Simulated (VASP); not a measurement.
Runs of VASP 6.6.1 on ZrGa3As4. The structure is that of space group Pm-3m (No. 221), or close to it. The cells are those of the table. 

```tsv
task	spin	cell	k mesh	cutoff (eV)	gap on the mesh (eV)	pressure (GPa)
single point	off	a = 5.473 Å, 8 atoms	4 × 4 × 4	520	none	0.1
relaxation of cell and atoms	off	relaxed from a = 5.228 Å, 8 atoms	4 × 4 × 4	600	none	0.0
single point	off	a = 5.228 Å, 8 atoms	4 × 4 × 4	520	none	(a)
single point	collinear	a = 5.473 Å, 8 atoms	4 × 4 × 4	520	none	0.1
single point	off	a = 5.471 Å, 8 atoms	8 × 8 × 8	520	none	0.2
```

Alike in all rows: level PBE; potentials or basis VASP PAW PBE potentials, release 64 (Zr_sv, Ga_d, As); smearing gaussian 0.1 eV.

Estimate the missing entries.

(a) 14.7.

Caveats: an odd number of electrons without spin polarisation forces a metal (at least some runs); a magnetic or distorted state may lie lower (at least some runs); the cell stands under pressure (at least some runs).

A k mesh can miss the band edges, and the runs leave out spin-orbit coupling on As, Ga, Zr.

A gap of «none» marks levels without a gap at the run's occupations.
